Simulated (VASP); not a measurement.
# Ba16O (a cell with a defect) in VASP: single point with PBE+D3(BJ)

Aim: the single point of Ba16O (a cell with a defect) with PBE+D3(BJ).

Program: VASP 6.6.1. These are calculated values, not measurements. Logs are shortened: lines on timing, memory, paths and dates and some standing lists are left out, and cuts for length are marked.

**1. The cell of the first run**

The cell holds a defect, 17 atoms: a = 10.040 Å, b = 10.040 Å, c = 10.040 Å, α = 90.00°, β = 90.00°, γ = 90.00°.

**2. Single point, PBE+D3(BJ)**

INCAR

```
  PREC = Accurate
  ENCUT = 520
  EDIFF = 1E-7
  ISMEAR = 0
  SIGMA = 0.1
  LREAL = Auto
  LASPH = T
  NELM = 60
  ALGO = Normal
  ISIF = 2
  LWAVE = F
  LCHARG = F
  GGA = PE
  IVDW = 12
  NBANDS = 97
```

KPOINTS

```
Automatic mesh
0
Gamma
  2 2 2
```

POSCAR

```
Ba16O
1.0
   10.0400000000      0.0000000000      0.0000000000
    0.0000000000     10.0400000000      0.0000000000
    0.0000000000      0.0000000000     10.0400000000
Ba O
16 1
Direct
    0.0301682271     -0.0036798805      0.0000116534
    0.4694784861     -0.0036708167      0.0000116534
   -0.0113011952      0.4853426295      0.0000127490
    0.0044916335     -0.0036486056      0.5000121514
    0.2498274900      0.2646956175      0.2611619522
    0.5109713147      0.4853351594      0.0000126494
    0.4951810757     -0.0036405378      0.5000122510
    0.7498382470      0.2418084661      0.2572314741
   -0.0073760956      0.5082458167      0.5000118526
    0.2498439243      0.7537303785      0.2196632470
    0.2498274900      0.2646960159      0.7388623506
    0.5070445219      0.5082384462      0.5000119522
    0.7498314741      0.7536820717      0.2453551793
    0.7498382470      0.2418087649      0.7427928287
    0.2498439243      0.7537301793      0.7803625498
    0.7498315737      0.7536815737      0.7546689243
    0.2498435259      0.8750340637      0.0000113546
```

Potentials or basis: VASP PAW PBE potentials, release 64 (Ba_sv, O).

Command:

```bash
> cat potpaw_PBE.64/Ba_sv/POTCAR potpaw_PBE.64/O/POTCAR > POTCAR
> mpirun -np 1 vasp_std > vasp.out
```

OUTCAR:

```text
PREC = Accurate
   ENCUT = 520
   EDIFF = 1E-7
   ISMEAR = 0
   LREAL = Auto
   LASPH = T
   NELM = 60
   ISIF = 2
   GGA = PE
   IVDW = 12
 IVDW          = 12

 ion  position               nearest neighbor table
   1  0.030  0.996  0.000-  17 2.52  15 3.96  10 3.96  11 4.36   5 4.36   2 4.41  16 4.46  13 4.46
                            14 4.55   8 4.55
   2  0.469  0.996  0.000-  17 2.52  15 3.96  10 3.96  11 4.36   5 4.36   1 4.41  16 4.46  13 4.46
                            14 4.55   8 4.55
   3  0.989  0.485  0.000-   8 4.29  14 4.29   5 4.32  11 4.32  15 4.36  10 4.36  13 4.37  16 4.37

   4  0.004  0.996  0.500-   8 4.31  14 4.31  13 4.36  16 4.36   5 4.37  11 4.37  10 4.46  15 4.46

   5  0.250  0.265  0.261-   9 4.29  12 4.29   3 4.32   6 4.32   2 4.36   1 4.36   4 4.37   7 4.37

   6  0.511  0.485  0.000-   8 4.29  14 4.29   5 4.32  11 4.32  15 4.36  10 4.36  13 4.37  16 4.37

   7  0.495  0.996  0.500-   8 4.31  14 4.31  13 4.36  16 4.36   5 4.37  11 4.37  10 4.46  15 4.46

   8  0.750  0.242  0.257-   6 4.29   3 4.29   7 4.31   4 4.31   9 4.36  12 4.36   1 4.55   2 4.55

   9  0.993  0.508  0.500-   5 4.29  11 4.29  16 4.31  13 4.31   8 4.36  14 4.36  10 4.55  15 4.55

  10  0.250  0.754  0.220-  17 2.52   2 3.96   1 3.96   6 4.36   3 4.36  15 4.41   7 4.46   4 4.46
                            12 4.55   9 4.55
  11  0.250  0.265  0.739-   9 4.29  12 4.29   3 4.32   6 4.32   2 4.36   1 4.36   4 4.37   7 4.37

  12  0.507  0.508  0.500-  11 4.29   5 4.29  16 4.31  13 4.31   8 4.36  14 4.36  10 4.55  15 4.55

  13  0.750  0.754  0.245-   9 4.31  12 4.31   7 4.36   4 4.36   3 4.37   6 4.37   1 4.46   2 4.46

  14  0.750  0.242  0.743-   6 4.29   3 4.29   7 4.31   4 4.31  12 4.36   9 4.36   1 4.55   2 4.55

  15  0.250  0.754  0.780-  17 2.52   2 3.96   1 3.96   6 4.36   3 4.36  10 4.41   7 4.46   4 4.46
                            12 4.55   9 4.55
  16  0.750  0.754  0.755-   9 4.31  12 4.31   7 4.36   4 4.36   3 4.37   6 4.37   1 4.46   2 4.46

  17  0.250  0.875  0.000-   2 2.52  15 2.52  10 2.52   1 2.52

  LATTYP: Found a simple cubic cell.
 ALAT       =    10.0400000000

  Lattice vectors:

 A1 = (  10.0400000000,   0.0000000000,   0.0000000000)
 A2 = (   0.0000000000,  10.0400000000,   0.0000000000)
 A3 = (   0.0000000000,   0.0000000000,  10.0400000000)

Analysis of symmetry for initial positions (statically):
=====================================================================
 Subroutine PRICEL returns:
 Original cell was already a primitive cell.

 Routine SETGRP: Setting up the symmetry group for a
 simple cubic supercell.

 Subroutine GETGRP returns: Found  2 space group operations
 (whereof  1 operations were pure point group operations)
 out of a pool of 48 trial point group operations.

The static configuration has the point symmetry C_1 .
 The point group associated with its full space group is C_1h.

Analysis of symmetry for dynamics (positions and initial velocities):
=====================================================================
 Subroutine PRICEL returns:
 Original cell was already a primitive cell.

 Routine SETGRP: Setting up the symmetry group for a
 simple cubic supercell.

 Subroutine GETGRP returns: Found  2 space group operations
 (whereof  1 operations were pure point group operations)
 out of a pool of 48 trial point group operations.

The dynamic configuration has the point symmetry C_1 .
 The point group associated with its full space group is C_1h.

 Subroutine INISYM returns: Found  2 space group operations
 (whereof  1 operations are pure point group operations),
 and found     1 'primitive' translations

----------------------------------------------------------------------------------------

                                     Primitive cell

  volume of cell :    1012.0481

  direct lattice vectors                    reciprocal lattice vectors
    10.040000000  0.000000000  0.000000000     0.099601594  0.000000000  0.000000000
     0.000000000 10.040000000  0.000000000     0.000000000  0.099601594  0.000000000
     0.000000000  0.000000000 10.040000000     0.000000000  0.000000000  0.099601594

  length of vectors
    10.040000000 10.040000000 10.040000000     0.099601594  0.099601594  0.099601594

  position of ions in fractional coordinates (direct lattice)
     0.030168227  0.996320119  0.000011653
     0.469478486  0.996329183  0.000011653
     0.988698805  0.485342630  0.000012749
     0.004491634  0.996351394  0.500012151
     0.249827490  0.264695618  0.261161952
     0.510971315  0.485335159  0.000012649
[... 9 lines left out ...]
     0.749831574  0.753681574  0.754668924
     0.249843526  0.875034064  0.000011355

  ion indices of the primitive-cell ions
   primitive index   ion index
                 1           1
                 2           2
                 3           3
                 4           4
                 5           5
                 6           6
[... 9 lines left out ...]
                16          16
                17          17

----------------------------------------------------------------------------------------

 KPOINTS: Automatic mesh

Automatic generation of k-mesh.
 Grid dimensions read from file:
 generate k-points for:    2    2    2

 Generating k-lattice:

  Cartesian coordinates                     Fractional coordinates (reciprocal lattice)
     0.049800797  0.000000000  0.000000000     0.500000000  0.000000000  0.000000000
     0.000000000  0.049800797  0.000000000     0.000000000  0.500000000  0.000000000
     0.000000000  0.000000000  0.049800797     0.000000000  0.000000000  0.500000000

  Length of vectors
     0.049800797  0.049800797  0.049800797

  Shift w.r.t. Gamma in fractional coordinates (k-lattice)
     0.000000000  0.000000000  0.000000000

 Subroutine IBZKPT returns following result:
 ===========================================

 Found      8 irreducible k-points:

 Following reciprocal coordinates:
            Coordinates               Weight
  0.000000  0.000000  0.000000      1.000000
  0.500000  0.000000  0.000000      1.000000
  0.000000  0.500000  0.000000      1.000000
  0.000000  0.000000  0.500000      1.000000
  0.500000  0.500000  0.000000      1.000000
  0.000000  0.500000  0.500000      1.000000
  0.500000  0.000000  0.500000      1.000000
  0.500000  0.500000  0.500000      1.000000
   k-points           NKPTS =      8   k-points in BZ     NKDIM =      8   number of bands    NBANDS=     97
   number of dos      NEDOS =    301   number of ions     NIONS =     17
   total plane-waves  NPLWV = 512000
   dimension x,y,z NGX =    80 NGY =   80 NGZ =   80
   dimension x,y,z NGXF=   160 NGYF=  160 NGZF=  160
   ions per type =              16   1
   NGX,Y,Z   is equivalent  to a cutoff of  13.25, 13.25, 13.25 a.u.
   NGXF,Y,Z  is equivalent  to a cutoff of  26.49, 26.49, 26.49 a.u.
 SYSTEM =  unknown system
   PREC   = accura    normal or accurate (medium, high low for compatibility)
   ISTART =      0    job   : 0-new  1-cont  2-samecut
   ICHARG =      2    charge: 1-file 2-atom 10-const
   ISPIN  =      1    spin polarized calculation?
   LNONCOLLINEAR =      F non collinear calculations
   LSORBIT =      F    spin-orbit coupling
   LASPH  =      T    aspherical Exc in radial PAW
   ENCUT  =  520.0 eV  38.22 Ry    6.18 a.u.  18.67 18.67 18.67*2*pi/ulx,y,z
   NELM   =     60;   NELMIN=  2; NELMDL= -5     # of ELM steps
   EDIFF  = 0.1E-06   stopping-criterion for ELM
   LREAL  =      T    real-space projection
   EDIFFG = 0.1E-05   stopping-criterion for IOM
   NSW    =      0    number of steps for IOM
   IBRION =     -1    ionic relax: 0-MD 1-quasi-New 2-CG
   NFREE  =      0    steps in history (QN), initial steepest desc. (CG)
   ISIF   =      2    stress and relaxation
   ISYM   =      2    0-nonsym 1-usesym 2-fastsym
   POTIM  = 0.5000    time-step for ionic-motion
   TEBEG  =    0.0;   TEEND  =   0.0 temperature during run
   PSTRESS=    0.0 pullay stress
   NELECT =     166.0000    total number of electrons
   NUPDOWN=      -1.0000    fix difference up-down
   EMIN   =  10.00;   EMAX   =-10.00  energy-range for DOS
   EFERMI =   0.00;   METHOD = LEGACY
   ISMEAR =     0;   SIGMA  =   0.10  broadening in eV -4-tet -1-fermi 0-gaus
   EFERMI_NEDOS =   21; number of points for ismear=-14 and -15
   IALGO  =     38    algorithm
   IMIX   =      4    mixing-type and parameters
     AMIX     =   0.40;   BMIX     =  1.00
     AMIX_MAG =   1.60;   BMIX_MAG =  1.00
  volume/ion in A,a.u.               =      59.53       401.74
  Fermi-wavevector in a.u.,A,eV,Ry     =   0.896143  1.693464 10.926453  0.803072
  Thomas-Fermi vector in A             =   2.018564
   LORBIT       =      0    0 simple, 1 ext, 2 COOP (PROOUT), +10 PAW based schemes
   GGA     = PE    functional components
   LHFCALC =     F    Hartree Fock is set to
   AEXX    =    0.0000 exact exchange contribution
   IVDW    =    12    specifies the selected vdW correction
   LEPSILON=     F    determine dielectric tensor
   LRPA    =     F    only Hartree local field effects (RPA)
 non-spin polarized calculation
 Gauss-broadening in eV      SIGMA  =   0.10
  energy-cutoff  :      520.00
  volume of cell :     1012.05
 maximum number of plane-waves:     27278
 NGX is ok and might be reduce to    80
   NGX = 37   NGY = 37   NGZ = 37

 number of electron     165.9999998 magnetization

 Free energy of the ion-electron system (eV)
  ---------------------------------------------------
  ext. energy  EPLUGINS =         0.00000000
  ---------------------------------------------------
  free energy    TOTEN  =       -40.22751177 eV

  energy without entropy =      -40.17214791  energy(sigma->0) =      -40.19982984

 E-fermi :   1.6968     XC(G=0):  -7.4190

 val. band max:        1.6602788215   @ k =   0.5000   0.0000   0.0000
 cond. band min:       1.7331053028   @ k =   0.5000   0.0000   0.0000
 fundamental gap:      0.0728264813
 Fermi energy:         1.6967766808

 k-point     1 :       0.0000    0.0000    0.0000
  band No.  band energies     occupation
      1     -27.2432      2.00000
      2     -27.2161      2.00000
      3     -27.2144      2.00000
      4     -27.2144      2.00000
      5     -27.2134      2.00000
      6     -27.2111      2.00000
[... 773 lines left out ...]
     94       2.2174      0.00000
     95       2.2326      0.00000
 [bands above 95 left out]

------------------------ aborting loop because EDIFF is reached ----------------------------------------

 Edisp (eV)   -3.26613

 E8    (eV) :    -1.8658

  FORCE on cell =-STRESS in cart. coord.  units (eV):
  Direction    XX          YY          ZZ          XY          YZ          ZX
  --------------------------------------------------------------------------------------
  -------------------------------------------------------------------------------------
  Total      -1.18335    -0.52900    -1.18568     0.00006     0.00000     0.00000
  in kB      -1.87337    -0.83746    -1.87706     0.00010     0.00000     0.00000
  external pressure =       -1.53 kB  Pullay stress =        0.00 kB

 VOLUME and BASIS-vectors are now :
 -----------------------------------------------------------------------------
  energy-cutoff  :      520.00
  volume of cell :     1012.05
      direct lattice vectors                 reciprocal lattice vectors
    10.040000000  0.000000000  0.000000000     0.099601594  0.000000000  0.000000000
     0.000000000 10.040000000  0.000000000     0.000000000  0.099601594  0.000000000
     0.000000000  0.000000000 10.040000000     0.000000000  0.000000000  0.099601594

 POSITION                                       TOTAL-FORCE (eV/Angst)
 -----------------------------------------------------------------------------------
      0.30289     10.00305      0.00012        -0.178239      0.105233      0.000000
      4.71356     10.00315      0.00012         0.180376      0.105834      0.000000
      9.92654      4.87284      0.00013         0.001574     -0.000225      0.000000
      0.04510     10.00337      5.02012         0.000169     -0.004868      0.000000
      2.50827      2.65754      2.62207         0.000322      0.000122     -0.001358
      5.13015      4.87277      0.00013        -0.000983     -0.000314      0.000000
[... 9 lines left out ...]
      7.52831      7.56696      7.57688         0.000603      0.004773     -0.000258
      2.50843      8.78534      0.00011        -0.008600      0.001620      0.000000
 -----------------------------------------------------------------------------------
    total drift:                               -0.007227      0.001678     -0.082655

  FREE ENERGIE OF THE ION-ELECTRON SYSTEM (eV)
  ---------------------------------------------------
  free  energy   TOTEN  =       -43.4936406673 eV

  energy  without entropy=      -43.4382768098  energy(sigma->0) =      -43.46595874
```

It took 16 min on 1 thread of Intel Xeon Platinum 8559C (Emerald Rapids), shared host; peak memory 1.2 GiB.

Results:

* Free energy: -43.4936 eV
* Pressure: -0.2 GPa
* Largest force: 0.209 eV/Å
* Band gap on the k mesh: zero (bands 83 and 84 overlap by 0.41 eV)
* Dispersion energy per atom: -0.192 eV

Forces on the atoms (eV/Å):
```
Ba  -0.178  0.105  0.000
Ba   0.180  0.106  0.000
Ba   0.002  0.000  0.000
Ba   0.000 -0.005  0.000
Ba   0.000  0.000 -0.001
Ba  -0.001  0.000  0.000
Ba   0.001 -0.005  0.000
Ba   0.001 -0.005 -0.002
Ba   0.002  0.004  0.000
Ba   0.001 -0.106  0.179
Ba   0.000  0.000  0.001
Ba  -0.002  0.004  0.000
Ba   0.001  0.005  0.000
Ba   0.001 -0.005  0.002
Ba   0.001 -0.106 -0.179
Ba   0.001  0.005  0.000
O   -0.009  0.002  0.000
```

Caveat: spin-orbit coupling is left out, which moves the levels of the heavy elements.
